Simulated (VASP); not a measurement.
Here is a VASP 6.6.1 calculation.

File INCAR:

```
PREC = Accurate ; ENCUT = 600
EDIFF = 1E-6 ; ISMEAR = 0
SIGMA = 0.1 ; LREAL = False
LASPH = True ; NELM = 100
ALGO = Normal ; ISIF = 3
LWAVE = False ; LCHARG = False
GGA = PE ; IBRION = 2
NSW = 90 ; EDIFFG = -0.04
```

File KPOINTS:

```
regular mesh
0
Gamma
  4 2 6
```

POSCAR

```
Mg2Cl
1.0
    5.5727164222      0.0000000000      0.0000000000
    0.0000000000      8.1709773455      0.0000000000
    0.0000000000      0.0000000000      3.3573429242
Mg Cl
4 2
Direct
    0.3254795154      0.8496675442      0.5000000000
    0.8254795154      0.6503324558      0.0000000000
    0.6745204846      0.1503324558      0.5000000000
    0.1745204846      0.3496675442      0.0000000000
    0.5000000000      0.5000000000      0.5000000000
    0.0000000000      0.0000000000      0.0000000000
```

Potentials or basis: VASP PAW PBE potentials, release 64 (Mg, Cl).

Run with:

```console
$ cat potpaw_PBE.64/Mg/POTCAR potpaw_PBE.64/Cl/POTCAR > POTCAR
$ mpirun -np 1 vasp_std > vasp.out
```

Question: Predict the relaxed volume.

Answer: 25.30 Å³/atom.

Question: Predict the band gap on the k mesh.

Answer: Zero (bands 11 and 12 overlap by 2.02 eV).

Question: Predict the relaxed cell.

Answer: a = 5.593 Å, b = 8.255 Å, c = 3.289 Å, α = 90.00°, β = 90.00°, γ = 90.00°.

Question: Estimate the space group after relaxing (to 0.1 Å).

Answer: Pnnm (No. 58).

Stress tensor (GPa, compression positive):
```
-0.11  0.00  0.00
 0.00  0.20  0.00
 0.00  0.00  0.10
```

Caveat: the k points lie up to 0.38 Å⁻¹ apart in the final cell, too coarse for converged energies and pressures of a metal.
